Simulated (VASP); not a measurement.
# P (Cmce) in VASP: further runs

P is run at these levels: PBE+D3(BJ); tasks: single point.

Everything below comes from runs of VASP 6.6.1. Logs are shortened: lines on timing, memory, paths and dates and some standing lists are left out, and cuts for length are marked.

## 1. The cell of the first run

It takes space group Cmce (No. 64, orthorhombic). Conventional cell: a = 3.320 Å, b = 10.321 Å, c = 4.241 Å, α = 90.00°, β = 90.00°, γ = 90.00°. P (site symmetry m) has 3 P at 2.23 to 2.25 Å within 2.9 Å.

## 2. Single point, PBE+D3(BJ) (18.16 Å³/atom)

Contents of INCAR:

```
  PREC = Accurate
  ENCUT = 520
  EDIFF = 1E-6
  ISMEAR = 0
  SIGMA = 0.1
  LREAL = False
  LASPH = True
  NELM = 60
  ALGO = Normal
  ISIF = 2
  LWAVE = False
  LCHARG = False
  GGA = PE
  IVDW = 12
  NBANDS = 18
```

Contents of KPOINTS:

```
Automatic mesh
0
Gamma
  14 14 10
```

Contents of POSCAR:

```
P
1.0
    1.6597689687     -5.1605420415      0.0000000000
    1.6597689687      5.1605420415      0.0000000000
    0.0000000000      0.0000000000      4.2413936750
P
4
Direct
    0.8952090613      0.1047909387      0.0747884519
    0.6047909387      0.3952090613      0.5747884519
    0.1047909387      0.8952090613      0.9252115481
    0.3952090613      0.6047909387      0.4252115481
```

Potentials or basis: VASP PAW PBE potentials, release 64 (P).

Command:

```sh
$ cat potpaw_PBE.64/P/POTCAR > POTCAR
$ mpirun -np 1 vasp_std > vasp.out
```

OUTCAR:

```text
PREC = Accurate
   ENCUT = 520
   EDIFF = 1E-6
   ISMEAR = 0
   LREAL = False
   LASPH = True
   NELM = 60
   ISIF = 2
   GGA = PE
   IVDW = 12
 IVDW          = 12

 ion  position               nearest neighbor table
   1  0.895  0.105  0.075-   4 2.23   4 2.23   3 2.25
   2  0.605  0.395  0.575-   3 2.23   3 2.23   4 2.25
   3  0.105  0.895  0.925-   2 2.23   2 2.23   1 2.25
   4  0.395  0.605  0.425-   1 2.23   1 2.23   2 2.25

  LATTYP: Found a base centered orthorhombic cell.
 ALAT       =     3.3195379374
 B/A-ratio  =     3.1091929894
 C/A-ratio  =     1.2777060407

  Lattice vectors:

 A1 = (   1.6597689687,  -5.1605420415,   0.0000000000)
 A2 = (   1.6597689687,   5.1605420415,   0.0000000000)
 A3 = (   0.0000000000,   0.0000000000,   4.2413936750)

Analysis of symmetry for initial positions (statically):
=====================================================================
 Subroutine PRICEL returns:
 Original cell was already a primitive cell.

 Routine SETGRP: Setting up the symmetry group for a
 base centered orthorhombic supercell.

 Subroutine GETGRP returns: Found  8 space group operations
 (whereof  4 operations were pure point group operations)
 out of a pool of  8 trial point group operations.

The static configuration has the point symmetry C_2h.
 The point group associated with its full space group is D_2h.

Analysis of symmetry for dynamics (positions and initial velocities):
=====================================================================
 Subroutine PRICEL returns:
 Original cell was already a primitive cell.

 Routine SETGRP: Setting up the symmetry group for a
 base centered orthorhombic supercell.

 Subroutine GETGRP returns: Found  8 space group operations
 (whereof  4 operations were pure point group operations)
 out of a pool of  8 trial point group operations.

The dynamic configuration has the point symmetry C_2h.
 The point group associated with its full space group is D_2h.

 Subroutine INISYM returns: Found  8 space group operations
 (whereof  4 operations are pure point group operations),
 and found     1 'primitive' translations

----------------------------------------------------------------------------------------

                                     Primitive cell

  volume of cell :      72.6577

  direct lattice vectors                    reciprocal lattice vectors
     1.659768969 -5.160542042  0.000000000     0.301246745 -0.096889047  0.000000000
     1.659768969  5.160542042  0.000000000     0.301246745  0.096889047  0.000000000
     0.000000000  0.000000000  4.241393675     0.000000000  0.000000000  0.235771559

  length of vectors
     5.420888045  5.420888045  4.241393675     0.316444449  0.316444449  0.235771559

  position of ions in fractional coordinates (direct lattice)
     0.895209061  0.104790939  0.074788452
     0.604790939  0.395209061  0.574788452
     0.104790939  0.895209061  0.925211548
     0.395209061  0.604790939  0.425211548

  ion indices of the primitive-cell ions
   primitive index   ion index
                 1           1
                 2           2
                 3           3
                 4           4

----------------------------------------------------------------------------------------

 KPOINTS: Automatic mesh

Automatic generation of k-mesh.
 Grid dimensions read from file:
 generate k-points for:   14   14   10

 Generating k-lattice:

  Cartesian coordinates                     Fractional coordinates (reciprocal lattice)
     0.021517625 -0.006920646  0.000000000     0.071428571  0.000000000  0.000000000
     0.021517625  0.006920646  0.000000000     0.000000000  0.071428571  0.000000000
     0.000000000  0.000000000  0.023577156     0.000000000  0.000000000  0.100000000

  Length of vectors
     0.022603175  0.022603175  0.023577156

  Shift w.r.t. Gamma in fractional coordinates (k-lattice)
     0.000000000  0.000000000  0.000000000

 Subroutine IBZKPT returns following result:
 ===========================================

 Found    342 irreducible k-points:

 Following reciprocal coordinates:
            Coordinates               Weight
  0.000000  0.000000  0.000000      1.000000
  0.071429  0.000000  0.000000      4.000000
  0.142857  0.000000  0.000000      4.000000
  0.214286  0.000000  0.000000      4.000000
  0.285714  0.000000  0.000000      4.000000
  0.357143  0.000000  0.000000      4.000000
[... 16 lines left out ...]
  0.214286  0.142857  0.000000      4.000000
  0.285714  0.142857  0.000000      4.000000
 [... further k-points ...]
   k-points           NKPTS =    342   k-points in BZ     NKDIM =    342   number of bands    NBANDS=     18
   number of dos      NEDOS =    301   number of ions     NIONS =      4
   total plane-waves  NPLWV =  51200
   dimension x,y,z NGX =    40 NGY =   40 NGZ =   32
   dimension x,y,z NGXF=    80 NGYF=   80 NGZF=   64
   ions per type =               4
   NGX,Y,Z   is equivalent  to a cutoff of  12.27, 12.27, 12.54 a.u.
   NGXF,Y,Z  is equivalent  to a cutoff of  24.53, 24.53, 25.09 a.u.
 SYSTEM =  unknown system
   PREC   = accura    normal or accurate (medium, high low for compatibility)
   ISTART =      0    job   : 0-new  1-cont  2-samecut
   ICHARG =      2    charge: 1-file 2-atom 10-const
   ISPIN  =      1    spin polarized calculation?
   LNONCOLLINEAR =      F non collinear calculations
   LSORBIT =      F    spin-orbit coupling
   LASPH  =      T    aspherical Exc in radial PAW
   ENCUT  =  520.0 eV  38.22 Ry    6.18 a.u.  10.08 10.08  7.89*2*pi/ulx,y,z
   NELM   =     60;   NELMIN=  2; NELMDL= -5     # of ELM steps
   EDIFF  = 0.1E-05   stopping-criterion for ELM
   LREAL  =      F    real-space projection
   EDIFFG = 0.1E-04   stopping-criterion for IOM
   NSW    =      0    number of steps for IOM
   IBRION =     -1    ionic relax: 0-MD 1-quasi-New 2-CG
   NFREE  =      0    steps in history (QN), initial steepest desc. (CG)
   ISIF   =      2    stress and relaxation
   ISYM   =      2    0-nonsym 1-usesym 2-fastsym
   POTIM  = 0.5000    time-step for ionic-motion
   TEBEG  =    0.0;   TEEND  =   0.0 temperature during run
   PSTRESS=    0.0 pullay stress
   NELECT =      20.0000    total number of electrons
   NUPDOWN=      -1.0000    fix difference up-down
   EMIN   =  10.00;   EMAX   =-10.00  energy-range for DOS
   EFERMI =   0.00;   METHOD = LEGACY
   ISMEAR =     0;   SIGMA  =   0.10  broadening in eV -4-tet -1-fermi 0-gaus
   EFERMI_NEDOS =   21; number of points for ismear=-14 and -15
   IALGO  =     38    algorithm
   IMIX   =      4    mixing-type and parameters
     AMIX     =   0.40;   BMIX     =  1.00
     AMIX_MAG =   1.60;   BMIX_MAG =  1.00
  volume/ion in A,a.u.               =      18.16       122.58
  Fermi-wavevector in a.u.,A,eV,Ry     =   1.064938  2.012441 15.430271  1.134093
  Thomas-Fermi vector in A             =   2.200473
   LORBIT       =      0    0 simple, 1 ext, 2 COOP (PROOUT), +10 PAW based schemes
   GGA     = PE    functional components
   LHFCALC =     F    Hartree Fock is set to
   AEXX    =    0.0000 exact exchange contribution
   IVDW    =    12    specifies the selected vdW correction
   LEPSILON=     F    determine dielectric tensor
   LRPA    =     F    only Hartree local field effects (RPA)
 non-spin polarized calculation
 Gauss-broadening in eV      SIGMA  =   0.10
  energy-cutoff  :      520.00
  volume of cell :       72.66
 maximum number of plane-waves:      1977
   NGX = 21   NGY = 21   NGZ = 15

 number of electron      20.0000001 magnetization

 Free energy of the ion-electron system (eV)
  ---------------------------------------------------
  ext. energy  EPLUGINS =         0.00000000
  ---------------------------------------------------
  free energy    TOTEN  =       -21.42060940 eV

  energy without entropy =      -21.42008810  energy(sigma->0) =      -21.42034875

 E-fermi :   7.1130     XC(G=0): -10.1074

 val. band max:        7.1010791119   @ k =   0.5000   0.1429   0.0000
 cond. band min:       7.1530273855   @ k =  -0.3571   0.3571   0.0000
 fundamental gap:      0.0519482736
 Fermi energy:         7.1130364694

 k-point     1 :       0.0000    0.0000    0.0000
  band No.  band energies     occupation
      1      -8.8237      2.00000
      2      -5.6193      2.00000
      3      -2.1824      2.00000
      4      -0.0717      2.00000
      5       2.0497      2.00000
      6       2.6475      2.00000
[... 10 lines left out ...]
     17      14.3320      0.00000
     18      14.4209      0.00000

 k-point     2 :       0.0714    0.0000    0.0000
  band No.  band energies     occupation
      1      -8.7596      2.00000
      2      -5.5667      2.00000
      3      -2.2284      2.00000
      4      -0.0064      2.00000
      5       2.1075      2.00000
      6       2.4087      2.00000
[... 10 lines left out ...]
     17      13.7329      0.00000
     18      14.1845      0.00000

 k-point     3 :       0.1429    0.0000    0.0000
  band No.  band energies     occupation
      1      -8.5678      2.00000
      2      -5.4085      2.00000
      3      -2.4012      2.00000
      4       0.1874      2.00000
      5       1.6922      2.00000
      6       2.1426      2.00000
[... 10 lines left out ...]
     17      12.5104      0.00000
     18      14.0832      0.00000

 k-point     4 :       0.2143    0.0000    0.0000
  band No.  band energies     occupation
      1      -8.2503      2.00000
      2      -5.1436      2.00000
      3      -2.7802      2.00000
      4       0.5014      2.00000
      5       0.7245      2.00000
      6       1.6600      2.00000
[... 375 lines left out ...]
      4      -0.3821      2.00000
      5       0.7480      2.00000
      6       1.4662      2.00000
[... 10 lines left out ...]
     17      13.4458      0.00000
     18      14.1699      0.00000

 k-point    23 :       0.2143    0.1429    0.0000
  band No.  band energies     occupation
      1      -7.3222      2.00000
      2      -4.1265      2.00000
      3      -4.0872      2.00000
      4      -1.4418      2.00000
      5       1.1628      2.00000
      6       1.5758      2.00000
[... 10 lines left out ...]
     17      13.5154      0.00000
     18      15.2295      0.00000

 k-point    24 :       0.2857    0.1429    0.0000
  band No.  band energies     occupation
      1      -6.6757      2.00000
      2      -4.9365      2.00000
      3      -3.4492      2.00000
      4      -2.4112      2.00000
      5       1.5805      2.00000
      6       1.8517      2.00000
[... 10 lines left out ...]
     17      13.4426      0.00000
     18      14.7590      0.00000

 [... further k-points ...]

------------------------ aborting loop because EDIFF is reached ----------------------------------------

 Edisp (eV)   -1.54360

 E8    (eV) :    -0.5847

  FORCE on cell =-STRESS in cart. coord.  units (eV):
  Direction    XX          YY          ZZ          XY          YZ          ZX
  --------------------------------------------------------------------------------------
  -------------------------------------------------------------------------------------
  Total      -0.50322    -0.51645    -0.48082     0.00000     0.00000     0.00000
  in kB     -11.09650   -11.38824   -10.60268     0.00000     0.00000     0.00000
  external pressure =      -11.03 kB  Pullay stress =        0.00 kB

 VOLUME and BASIS-vectors are now :
 -----------------------------------------------------------------------------
  energy-cutoff  :      520.00
  volume of cell :       72.66
      direct lattice vectors                 reciprocal lattice vectors
     1.659768969 -5.160542042  0.000000000     0.301246745 -0.096889047  0.000000000
     1.659768969  5.160542042  0.000000000     0.301246745  0.096889047  0.000000000
     0.000000000  0.000000000  4.241393675     0.000000000  0.000000000  0.235771559

 POSITION                                       TOTAL-FORCE (eV/Angst)
 -----------------------------------------------------------------------------------
      1.65977     -4.07899      0.31721         0.000000     -0.042794      0.040073
      1.65977     -1.08156      2.43790         0.000000      0.042794      0.040073
      1.65977      4.07899      3.92419         0.000000      0.042794     -0.040073
      1.65977      1.08156      1.80349         0.000000     -0.042794     -0.040073
 -----------------------------------------------------------------------------------
    total drift:                                0.000000     -0.000000     -0.000000

  FREE ENERGIE OF THE ION-ELECTRON SYSTEM (eV)
  ---------------------------------------------------
  free  energy   TOTEN  =       -22.9642105974 eV

  energy  without entropy=      -22.9636892937  energy(sigma->0) =      -22.96394995
```

It took 11 min on 1 thread of Intel Xeon 8259CL, shared host; peak memory 0.45 GiB.

Results:

| Property | Result |
| --- | --- |
| Free energy | -22.9642 eV |
| Pressure | -1.1 GPa |
| Largest force | 0.059 eV/Å |
| Band gap on the k mesh | zero (bands 10 and 11 overlap by 0.18 eV) |
| Dispersion energy per atom | -0.386 eV |

Forces in eV/Å, atoms in the order of the input:
```
P    0.000 -0.043  0.040
P    0.000  0.043  0.040
P    0.000  0.043 -0.040
P    0.000 -0.043 -0.040
```

## 3. Single point, PBE+D3(BJ) (18.69 Å³/atom)

This run uses another cell than the first one, of 18.69 Å³/atom.

Contents of INCAR:

```
PREC = Accurate
ENCUT = 520
EDIFF = 1E-6
ISMEAR = 0
SIGMA = 0.1
LREAL = False
LASPH = True
NELM = 100
ALGO = Normal
ISIF = 2
LWAVE = False
LCHARG = True
GGA = PE
IVDW = 12
LELF = True
LVHAR = True
NBANDS = 18
```

Contents of KPOINTS:

```
regular mesh
0
Gamma
  14 14 10
```

Contents of POSCAR:

```
P
1.0
    1.6586716491     -5.2277191291      0.0000000000
    1.6586716491      5.2277191291      0.0000000000
    0.0000000000      0.0000000000      4.3116899000
P
4
Direct
    0.8968782679      0.1031217321      0.0773816659
    0.6031217321      0.3968782679      0.5773816659
    0.1031217321      0.8968782679      0.9226183341
    0.3968782679      0.6031217321      0.4226183341
```

Potentials or basis: VASP PAW PBE potentials, release 64 (P).

Command:

```sh
$ cat potpaw_PBE.64/P/POTCAR > POTCAR
$ mpirun -np 1 vasp_std > vasp.out
```

Run time: 14 min. Hardware: 1 thread of Intel Xeon 8259CL, shared host; peak memory 0.46 GiB.

The run converged. Its results:

```
Free energy                : -22.9508 eV
Pressure                   : -1.7 GPa
Largest force              : 0.057 eV/Å
Band gap on the k mesh     : zero (bands 10 and 11 overlap by 0.03 eV)
Dispersion energy per atom : -0.374 eV
```

Forces on the atoms (eV/Å):
```
P    0.000 -0.040  0.041
P    0.000  0.040  0.041
P    0.000  0.040 -0.041
P    0.000 -0.040 -0.041
```

Levels at points of the mesh, in eV from the Fermi level:
| k point | band 8 | band 9 | band 10 | band 11 | band 12 | band 13 |
| --- | --- | --- | --- | --- | --- | --- |
| (0.00, 0.00, 0.00) | -2.92 | -2.59 | -1.39 | 0.77 | 1.15 | 1.90 |
| (0.50, 0.00, 0.00) | -3.33 | -2.71 | -2.71 | 0.79 | 0.79 | 1.06 |
| (0.50, 0.50, 0.00) | -2.24 | -1.77 | -0.24 | 0.28 | 0.68 | 2.31 |
| (0.00, 0.00, 0.50) | -3.13 | -1.18 | -1.18 | 1.43 | 1.43 | 2.44 |
| (0.50, 0.00, 0.50) | -5.68 | -2.06 | -2.06 | 1.61 | 1.61 | 4.14 |
| (0.50, 0.50, 0.50) | -2.61 | -1.53 | -1.53 | 1.34 | 1.34 | 2.52 |

## 4. Single point, PBE+D3(BJ)

This run uses another cell than the first one, of 19.03 Å³/atom.

Contents of INCAR:

```
SYSTEM = P
  ALGO = Normal
  EDIFF = 1E-6
  ENCUT = 520
  GGA = PE
  ISIF = 2
  ISMEAR = 0
  IVDW = 12
  LASPH = .TRUE.
  LCHARG = .TRUE.
  LELF = .TRUE.
  LREAL = .FALSE.
  LVHAR = .TRUE.
  LWAVE = .FALSE.
  NBANDS = 18
  NELM = 60
  PREC = Accurate
  SIGMA = 0.1
```

Contents of KPOINTS:

```
k-points
0
G
  14 14 10
  0 0 0
```

Contents of POSCAR:

```
P
1.0
    1.6582000000     -5.2420000000      0.0000000000
    1.6582000000      5.2420000000      0.0000000000
    0.0000000000      0.0000000000      4.3793000000
P
4
Direct
    0.8983800000      0.1016200000      0.0806800000
    0.6016200000      0.3983800000      0.5806800000
    0.1016200000      0.8983800000      0.9193200000
    0.3983800000      0.6016200000      0.4193200000
```

Command:

```sh
$ cat potpaw_PBE.64/P/POTCAR > POTCAR
$ mpirun -np 1 vasp_std > vasp.out
```

Run time: 11 min. Hardware: 1 thread of Intel Xeon 8259CL, shared host; peak memory 0.48 GiB.

The run converged. Its results:

```
Free energy                : -22.9370 eV
Pressure                   : -1.4 GPa
Largest force              : 0.077 eV/Å
Band gap on the k mesh     : zero (bands 10 and 11 overlap by 0.04 eV)
Dispersion energy per atom : -0.367 eV
```

Forces in eV/Å, atoms in the order of the input:
```
P    0.000  0.074 -0.021
P    0.000 -0.074 -0.021
P    0.000 -0.074  0.021
P    0.000  0.074  0.021
```

Stress tensor (GPa, compression positive):
```
-1.94  0.00  0.00
 0.00 -0.74  0.00
 0.00  0.00 -1.64
```

Levels at points of the mesh, in eV from the Fermi level:
```tsv
k point	band 8	band 9	band 10	band 11	band 12	band 13
(0.00, 0.00, 0.00)	-2.93	-2.65	-1.46	0.66	1.04	1.81
(0.50, 0.00, 0.00)	-3.43	-2.77	-2.77	0.70	0.70	1.11
(0.50, 0.50, 0.00)	-2.34	-1.70	-0.12	0.17	0.60	2.17
(0.00, 0.00, 0.50)	-3.26	-1.41	-1.41	1.35	1.35	2.48
(0.50, 0.00, 0.50)	-5.66	-2.04	-2.04	1.60	1.60	3.82
(0.50, 0.50, 0.50)	-2.68	-1.72	-1.72	1.31	1.31	2.49
```

## 5. Overview

```csv
cell,gap on the mesh (eV),pressure (GPa),largest force (eV/Å)
"a = 5.421, b = 5.421, c = 4.241 Å, angles 90.0, 90.0, 144.3°, 4 atoms, atomic positions A",none,-1.1,0.06
"a = 5.485, b = 5.485, c = 4.312 Å, angles 90.0, 90.0, 144.8°, 4 atoms, atomic positions B",none,-1.7,0.06
"a = 5.498, b = 5.498, c = 4.379 Å, angles 90.0, 90.0, 144.9°, 4 atoms, atomic positions C",none,-1.4,0.08
```

Alike in all rows: task single point; level PBE+D3(BJ); potentials or basis VASP PAW PBE potentials, release 64 (P); no spin polarisation; k mesh 14 × 14 × 10; cutoff (eV) 520; smearing gaussian 0.1 eV.

Total energies depend on the potentials used, so only differences within one code and one set of settings carry meaning.

The gap in the log of VASP goes by the Fermi energy; the results here count the filled bands.